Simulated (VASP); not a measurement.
H2Pt (CdI2 type), 3 atoms in the cell. Symmetry: P-3m1, No. 164, trigonal system. The conventional cell has a = 2.887 Å, b = 2.887 Å, c = 4.689 Å, α = 90.00°, β = 90.00°, γ = 120.00°. Within 2.5 Å of Pt (site symmetry -3m) lie 6 H at 1.87 Å. Within 2.5 Å of H (site symmetry 3m) lie 3 Pt at 1.87 Å and 3 H at 2.37 Å. 

| Item | Value |
| --- | --- |
| Program | VASP 6.6.1 |
| Task | single point |
| Functional | PBE |
| Potentials or basis | VASP PAW PBE potentials, release 64 (Pt, H) |
| Cutoff | 520 eV |
| k mesh | 14 × 14 × 8 |
| Occupations | fermi-dirac, width 0.05 eV |
| Spin | no spin polarisation |
| Dipole correction | no |
| Further INCAR settings | ALGO = Normal; EDIFF = 1e-06; NBANDS = 13 |

Potentials or basis: VASP PAW PBE potentials, release 64 (Pt, H).

The run is started by

```console
$ cat potpaw_PBE.64/Pt/POTCAR potpaw_PBE.64/H/POTCAR > POTCAR
$ mpirun -np 1 vasp_std > vasp.out
```

Hardware: 1 thread of Intel(R) Xeon(R) 6975P-C (Granite Rapids), on a shared host.

Task: Estimate the wall time of this run.

Result: It took 21 s on 1 thread of Intel(R) Xeon(R) 6975P-C (Granite Rapids), with other jobs on the host, peak memory 0.21 GiB. Counts: scf iterations 13, k points 168.
